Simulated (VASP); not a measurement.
A run of VASP 6.6.1 is set up as follows.

Contents of INCAR:

```
SYSTEM = C3N
PREC = Accurate
ENCUT = 520
EDIFF = 1E-6
ISMEAR = 0
SIGMA = 0.1
LREAL = .False.
LASPH = .True.
NELM = 100
ALGO = Normal
ISIF = 2
LWAVE = .False.
LCHARG = .False.
GGA = PE
NBANDS = 27
```

KPOINTS

```
regular mesh
0
Gamma
  6 6 4
  0 0 0
```

The input POSCAR:

```
C3N
1.0
    5.1495056300      0.0000000000      0.0000000000
   -2.5747528200      4.4596026900      0.0000000000
    0.0000000000      0.0000000000      4.6109865500
C N
6 2
Direct
    0.6822687400      0.0000000000      0.7500000000
    0.6822687400      0.6822687400      0.2500000000
    0.3177312600      0.0000000000      0.2500000000
    0.3177312600      0.3177312600      0.7500000000
    0.0000000000      0.6822687400      0.7500000000
    0.0000000000      0.3177312600      0.2500000000
    0.0000000000      0.0000000000      0.5000000000
    0.0000000000      0.0000000000      0.0000000000
```

Potentials or basis: VASP PAW PBE potentials, release 64 (C, N).

The run is started by

```bash
$ cat potpaw_PBE.64/C/POTCAR potpaw_PBE.64/N/POTCAR > POTCAR
$ mpirun -np 1 vasp_std > vasp.out
```

Question: Estimate the band gap on the k mesh.

Answer: Zero (band 17 reaches 2.56 eV, above the bottom of band 18 at 0.76 eV).

Question: What does it give for the pressure?

Answer: -23.2 GPa.

Question: What does it give for the largest force?

Answer: 2.203 eV/Å.

Stress tensor (GPa, compression positive):
```
-28.21   0.00   0.00
  0.00 -28.21   0.00
  0.00   0.00 -13.30
```

Caveat: forces of over 1 eV/Å act on the atoms, so gaps and moduli don't describe the material at rest.
